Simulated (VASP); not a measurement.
Set up this calculation in VASP 6.6.1, as the native input.

* Task: single point
* Functional: PBEsol
* Potentials or basis: VASP PAW PBE potentials, release 64 (Mg, O)
* Cutoff: 520 eV
* k mesh: 10 × 10 × 10
* Occupations: gaussian, width 0.05 eV
* Spin: no spin polarisation
* Dipole correction: no
* Further INCAR settings: ALGO = Normal; EDIFF = 1e-06; NBANDS = 11

The structure of MgO lies in POSCAR:

```
MgO
1.0
    0.0000000000      2.1351500000      2.1351500000
    2.1351500000      0.0000000000      2.1351500000
    2.1351500000      2.1351500000      0.0000000000
Mg O
1 1
Direct
   -0.0175631689     -0.0175631689      0.0175631689
    0.5000000000      0.5000000000      0.5000000000
```

This cell differs from its parent crystal: all Mg atoms moved +0.075 Å, as atom 1 towards its neighbour atom 2 (O) at 2.135 Å.

The input as run:

INCAR

```
ALGO = Normal
EDIFF = 1E-6
ENCUT = 520
GGA = PS
ISIF = 2
ISMEAR = 0
LASPH = T
LCHARG = F
LREAL = F
LWAVE = F
NBANDS = 11
NELM = 80
PREC = Accurate
SIGMA = 0.05
```

KPOINTS

```
k-points
0
Gamma
  10 10 10
```

Potentials or basis: VASP PAW PBE potentials, release 64 (Mg, O).

Launch:

```sh
$ cat potpaw_PBE.64/Mg/POTCAR potpaw_PBE.64/O/POTCAR > POTCAR
$ mpirun -np 1 vasp_std > vasp.out
```

Results of the run:

The pressure is -5.8 GPa and the largest force is 0.345 eV/Å. The band gap on the k mesh is 4.25 eV, direct.

Caveat: the cell differs from its parent crystal (all Mg atoms moved +0.075 Å, as atom 1 towards its neighbour atom 2 (O) at 2.135 Å); the PAW data sets were made with another functional, which shifts forces and pressure a little.

Wall time 14 s on 1 thread of AMD EPYC 9R45 96-Core Processor (Zen 5) (shared host), peak memory 0.12 GiB.
